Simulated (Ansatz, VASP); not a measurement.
**Two plane-wave programs on KBr**

```
K Br
1.0
     3.97587    0.00000    0.00000
     0.00000    3.97587    0.00000
     0.00000    0.00000    3.97587
K Br
1 1
Direct
  0.00000 0.00000 0.00000
  0.50000 0.50000 0.50000
```

Alike in both runs: task single point; functional LDA; k mesh 6 × 6 × 6; no spin polarisation.

|  | VASP | Ansatz |
| --- | --- | --- |
| version | VASP 6.6.1 | Ansatz 0.2.0 |
| potentials or method | VASP PAW LDA potentials, release 64 (K_sv, Br) | plane waves, PAW |
| plane-wave cutoff (eV) | 520 | 420 |
| occupations | gaussian, width 0.01 eV | fixed |
| valence electrons in the cell | 16 | 16 |

Ansatz gave:

| Quantity | Value |
| --- | --- |
| gap on the k mesh at the Fermi level (eV) | 3.63 |
| pressure (GPa) | -2.1 |

**Question.** Which values does VASP return?

**Answer.** gap on the k mesh at the Fermi level (eV): 3.63; pressure (GPa): -2.0.

LDA's correlation is that of Perdew and Zunger in VASP and of Perdew and Wang (1992) in Ansatz.
